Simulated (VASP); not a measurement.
Write the native input for VASP 6.6.1 that does the following.

- Task: relaxation of cell and atoms
- Functional: PBE
- Potentials or basis: VASP PAW PBE potentials, release 64 (Mo_sv, S)
- Cutoff: 600 eV
- k mesh: 6 × 6 × 6
- Occupations: gaussian, width 0.1 eV
- Spin: collinear spin, ferromagnetic start
- Starting moments: [1.0, 0.0] μB
- Dipole correction: no
- Further INCAR settings: ALGO = Normal; EDIFF = 1e-06; IBRION = 2; EDIFFG = -0.04; NSW = 90; ISIF = 3

The structure of MoS lies in POSCAR:

```
MoS
1.0
    0.0000000000      2.6234515600      2.6234515600
    2.6234515600      0.0000000000      2.6234515600
    2.6234515600      2.6234515600      0.0000000000
Mo S
1 1
Direct
    0.5000000000      0.5000000000      0.5000000000
    0.0000000000      0.0000000000      0.0000000000
```

The input as run:

INCAR

```
SYSTEM = MoS
ALGO = Normal ; EDIFF = 1E-6
EDIFFG = -0.04 ; ENCUT = 600
GGA = PE ; IBRION = 2
ISIF = 3 ; ISMEAR = 0
ISPIN = 2 ; LASPH = .True.
LCHARG = .False. ; LMAXMIX = 4
LORBIT = 11 ; LREAL = .False.
LWAVE = .False. ; MAGMOM = 1 0
NELM = 150 ; NSW = 90
PREC = Accurate ; SIGMA = 0.1
```

KPOINTS

```
k-points
0
Gamma
  6 6 6
  0 0 0
```

Potentials or basis: VASP PAW PBE potentials, release 64 (Mo_sv, S).

Run with:

```sh
$ cat potpaw_PBE.64/Mo_sv/POTCAR potpaw_PBE.64/S/POTCAR > POTCAR
$ mpirun -np 1 vasp_std > vasp.out
```

Results of the run:

```
Relaxed volume                                        : 15.26 Å³/atom
Relaxed cell                                          : a = 3.508 Å, b = 3.508 Å, c = 3.508 Å, α = 60.00°, β = 60.00°, γ = 60.00°
Space group after relaxing (to 0.05 Å)                : Fm-3m (No. 225)
Energy gained by relaxing                             : 193.5 meV/atom
Ionic steps                                           : 4
Pressure after relaxing                               : -0.3 GPa
Band gap on the k mesh                                : zero (filled and empty bands overlap)
Net moment                                            : 0.00 μB per cell
Valence electrons inside the program's atomic spheres : Mo 12.40; S 3.71
```

Caveat: the volume moved by over 15 % at a fixed basis, so the end points are rough.

Run time: 40 s on 1 thread of Intel(R) Xeon(R) 6975P-C (Granite Rapids), on a shared host, peak memory 0.2 GiB.
